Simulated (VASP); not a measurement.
Set up this calculation in VASP 6.6.1, as the native input.

| Quantity | Value |
| --- | --- |
| Task | single point |
| Functional | r2SCAN |
| Potentials or basis | VASP PAW PBE potentials, release 64 (Na_pv, I) |
| Cutoff | 520 eV |
| k mesh | 6 × 6 × 6 |
| Occupations | gaussian, width 0.02 eV |
| Spin | no spin polarisation |
| Dipole correction | no |
| Further INCAR settings | ALGO = Normal; EDIFF = 1e-07; NBANDS = 14 |

Crystal: NaI.

```
CELL_PARAMETERS angstrom
0.00000 3.20073 3.20073
3.20073 0.00000 3.20073
3.20073 3.20073 0.00000
ATOMIC_POSITIONS crystal
Na 0.00000 0.00000 0.00000
I 0.50000 0.50000 0.50000
```

The input as run:

POSCAR

```
NaI
1.0
    0.0000000000      3.2007280696      3.2007280696
    3.2007280696      0.0000000000      3.2007280696
    3.2007280696      3.2007280696      0.0000000000
Na I
1 1
Direct
    0.0000000000      0.0000000000      0.0000000000
    0.5000000000      0.5000000000      0.5000000000
```

INCAR.step1

```
SYSTEM = NaI
ALGO     = Normal         ! electronic algorithm
EDIFF    = 1E-4           ! SCF threshold, eV
ENCUT    = 520            ! plane-wave cutoff, eV
GGA      = PE             ! functional
ISMEAR   = 0              ! smearing method
LASPH    = .True.         ! aspherical terms in the spheres
LCHARG   = .False.        ! write CHGCAR
LREAL    = .False.        ! projectors in reciprocal space
LWAVE    = .True.         ! write WAVECAR
NBANDS   = 14             ! bands
NELM     = 80             ! most SCF steps
PREC     = Accurate       ! precision mode
SIGMA    = 0.02           ! smearing width, eV
```

INCAR.step2

```
SYSTEM = NaI
ALGO     = Normal         ! electronic algorithm
EDIFF    = 1E-7           ! SCF threshold, eV
ENCUT    = 520            ! plane-wave cutoff, eV
ISIF     = 2              ! what is computed and relaxed
ISMEAR   = 0              ! smearing method
ISTART   = 1            
LASPH    = .True.         ! aspherical terms in the spheres
LCHARG   = .True.         ! write CHGCAR
LELF     = .True.         ! ELF
LMIXTAU  = .True.       
LREAL    = .False.        ! projectors in reciprocal space
LVHAR    = .True.       
LWAVE    = .False.        ! write WAVECAR
METAGGA  = R2SCAN         ! meta-GGA
NBANDS   = 14             ! bands
NELM     = 80             ! most SCF steps
PREC     = Accurate       ! precision mode
SIGMA    = 0.02           ! smearing width, eV
```

KPOINTS

```
k-points
0
Gamma
  6 6 6
  0 0 0
```

Potentials or basis: VASP PAW PBE potentials, release 64 (Na_pv, I).

Launch:

```console
$ cat potpaw_PBE.64/Na_pv/POTCAR potpaw_PBE.64/I/POTCAR > POTCAR
$ cp INCAR.step1 INCAR
$ mpirun -np 1 vasp_std > vasp.out
$ cp INCAR.step2 INCAR
$ mpirun -np 1 vasp_std > vasp.out
```

Results of the run:

| Item | Value |
| --- | --- |
| Pressure | 0.4 GPa |
| Band gap on the k mesh | 4.54 eV |

Caveat: the PAW data sets were made with another functional, which shifts forces and pressure a little; spin-orbit coupling is left out, which moves the levels of the heavy elements.

Run time: 4 min on 1 thread of AMD EPYC 7R13 (shared host), peak memory 0.19 GiB.
